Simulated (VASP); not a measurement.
Input of a VASP 6.6.1 run:

The input INCAR:

```
PREC = Accurate
ENCUT = 520
EDIFF = 1E-6
ISMEAR = 0
SIGMA = 0.05
LREAL = False
LASPH = True
NELM = 60
ALGO = Normal
ISIF = 2
LWAVE = False
LCHARG = False
GGA = PE
NBANDS = 46
```

File KPOINTS:

```
Automatic mesh
0
Gamma
  8 8 2
```

The input POSCAR:

```
ZnS
1.0
   -3.8467234434      0.0000000000      0.0000000000
   -1.9233617217     -3.3313602233      0.0000000000
   -5.2894370708     -3.0538579167     12.5902250239
Zn S
4 4
Direct
   -0.6015846930     -0.6015846930      0.6562503469
   -0.1432346930     -0.1432346930      0.1562503469
   -0.4974026784     -0.4974026784      0.9062245137
    0.2942806550      0.2942806550      0.4062245137
   -0.7732270060     -0.7732270060      0.8434896978
   -0.3148770060      0.6851229940      0.3434896978
    0.2473143841      0.2473143841      0.0938354415
    0.1222977174      0.1222977174      0.5938354415
```

Potentials or basis: VASP PAW PBE potentials, release 64 (Zn, S).

Launch:

```bash
$ cat potpaw_PBE.64/Zn/POTCAR potpaw_PBE.64/S/POTCAR > POTCAR
$ mpirun -np 1 vasp_std > vasp.out
```

Problem. Predict the largest force.

Solution. 0.470 eV/Å.

Problem. What does it give for the pressure?

Solution. 0.0 GPa.

Problem. What does it give for the band gap on the k mesh?

Solution. 1.91 eV.

Forces in eV/Å, atoms in the order of the input:
```
Zn   0.021  0.012 -0.023
Zn   0.069  0.040  0.020
Zn   0.147  0.085  0.152
Zn   0.011  0.006 -0.024
S    0.152  0.087  0.008
S   -0.035 -0.020  0.028
S   -0.375 -0.217 -0.181
S    0.010  0.006  0.021
```
